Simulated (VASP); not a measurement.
Here is a VASP 6.6.1 calculation.

POSCAR

```
TaN
1.0
    0.0000000000      2.2113230000      2.2113230000
    2.2113230000      0.0000000000      2.2113230000
    2.2113230000      2.2113230000      0.0000000000
Ta N
1 1
Direct
    0.5000000000      0.5000000000      0.5000000000
    0.0000000000      0.0000000000      0.0000000000
```

File INCAR.step1:

```
SYSTEM = TaN
  PREC = Accurate
  ENCUT = 520
  ISMEAR = -1
  SIGMA = 0.05
  LREAL = .False.
  LASPH = .True.
  NELM = 150
  LMAXMIX = 4
  LDAU = .True.
  LDAUTYPE = 2
  LDAUL = 2 -1
  LDAUU = 1 0
  LDAUJ = 0 0
  NBANDS = 15
  GGA = PE
  ALGO = Normal
  EDIFF = 1E-4
  LWAVE = .True.
  LCHARG = .False.
```

INCAR.step2

```
SYSTEM = TaN
  PREC = Accurate
  ENCUT = 520
  EDIFF = 1E-6
  ISMEAR = -1
  SIGMA = 0.05
  LREAL = .False.
  LASPH = .True.
  NELM = 150
  ALGO = Normal
  ISIF = 2
  LWAVE = .False.
  LCHARG = .False.
  LMAXMIX = 4
  LDAU = .True.
  LDAUTYPE = 2
  LDAUL = 2 -1
  LDAUU = 1 0
  LDAUJ = 0 0
  LDAUPRINT = 1
  METAGGA = R2SCAN
  LMIXTAU = .True.
  NBANDS = 15
  ISTART = 1
```

Contents of KPOINTS:

```
regular mesh
0
Gamma
  10 10 10
  0 0 0
```

Potentials or basis: VASP PAW PBE potentials, release 64 (Ta_pv, N).

The run is started by

```sh
$ cat potpaw_PBE.64/Ta_pv/POTCAR potpaw_PBE.64/N/POTCAR > POTCAR
$ cp INCAR.step1 INCAR
$ mpirun -np 1 vasp_std > vasp.out
$ cp INCAR.step2 INCAR
$ mpirun -np 1 vasp_std > vasp.out
```

Predict the band gap on the k mesh.

zero (band 8 reaches 11.44 eV, above the bottom of band 9 at 7.44 eV).

What does it give for the pressure?

-1.5 GPa.

Eigenvalues of the final occupation matrices:
| site | spin | trace | eigenvalues |
| --- | --- | --- | --- |
| site 1 d | 1 | 1.22 | 0.20 0.20 0.27 0.27 0.27 |
| site 1 d | 2 | 1.22 | 0.20 0.20 0.27 0.27 0.27 |

Caveat: the PAW data sets were made with another functional, which shifts forces and pressure a little; spin-orbit coupling is left out, which moves the levels of the heavy elements; U without spin polarisation on a metal has little footing.
